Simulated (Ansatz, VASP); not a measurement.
## Nb3WC4: VASP beside Ansatz

```
Nb W C
1.0
     3.06505    0.00000    0.00000
    -1.53252    2.65441    0.00000
     0.00000    0.00000   11.33930
Nb W C
3 1 4
Direct
  0.00000 0.00000 0.50000
  0.00000 0.00000 0.24970
  0.00000 0.00000 0.75030
  0.00000 0.00000 0.00000
  0.33333 0.66667 0.88049
  0.33333 0.66667 0.37479
  0.66667 0.33333 0.11951
  0.66667 0.33333 0.62521
```

Change from the starting cell: species swapped into the Mn3CrTe4 type (P-3m1, No. 164).

Alike in both runs: functional PBE; k mesh 5 × 5 × 2; occupations gaussian, width 0.2 eV; no spin polarisation.

Ansatz relaxed the structure, and its values are those at the end. VASP's run is a single point on that final structure, the one shown.

|  | VASP | Ansatz |
| --- | --- | --- |
| version | VASP 6.6.1 | Ansatz 0.2.0 |
| potentials or method | VASP PAW PBE potentials, release 64 (Nb_sv, W_sv, C), cutoff 600 eV | scalar-relativistic, plane waves, PAW |
| valence electrons in the cell | 69 | 69 |

|  | VASP | Ansatz | Ansatz less VASP |
| --- | --- | --- | --- |
| gap on the k mesh at the Fermi level (eV) | none | none | - |
| pressure (GPa) | -0.2 | 0.0 | +0.21 |
| rms of the force components (eV/Å) | 0.015 | 0.008 | -0.0068 |

A gap of «none» marks a metal or a gap that the smearing closes.

The k mesh is coarse, so the values compare programs but aren't converged. Neither program's run includes spin-orbit coupling.
